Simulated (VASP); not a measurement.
A run of VASP 6.6.1:

File INCAR:

```
SYSTEM = Al
ALGO = Fast
EDIFF = 1E-6
ENCUT = 520
GGA = PS
ISIF = 2
ISMEAR = 0
LASPH = .True.
LCHARG = .True.
LELF = .True.
LREAL = .False.
LVHAR = .True.
LWAVE = .False.
NBANDS = 8
NELM = 80
PREC = Accurate
SIGMA = 0.15
```

KPOINTS

```
k-points
0
Gamma
  22 22 22
  0 0 0
```

Contents of POSCAR:

```
Al
1.0
    0.0000000000      1.8032519626      2.5497982752
    1.8032519626      0.0000000000      2.5497982752
    1.8032519626      1.8032519626      0.0000000000
Al
1
Direct
    0.0000000000      0.0000000000      0.0000000000
```

Potentials or basis: VASP PAW PBE potentials, release 64 (Al).

The run is started by

```sh
$ cat potpaw_PBE.64/Al/POTCAR > POTCAR
$ mpirun -np 1 vasp_std > vasp.out
```

Hardware: 1 thread of Intel Xeon 6975P-C (shared host).

Estimate the wall time of this run.

Run time: 42 s on 1 thread of Intel Xeon 6975P-C, on a shared host, peak memory 0.21 GiB. Counts: scf iterations 10, k points 834.
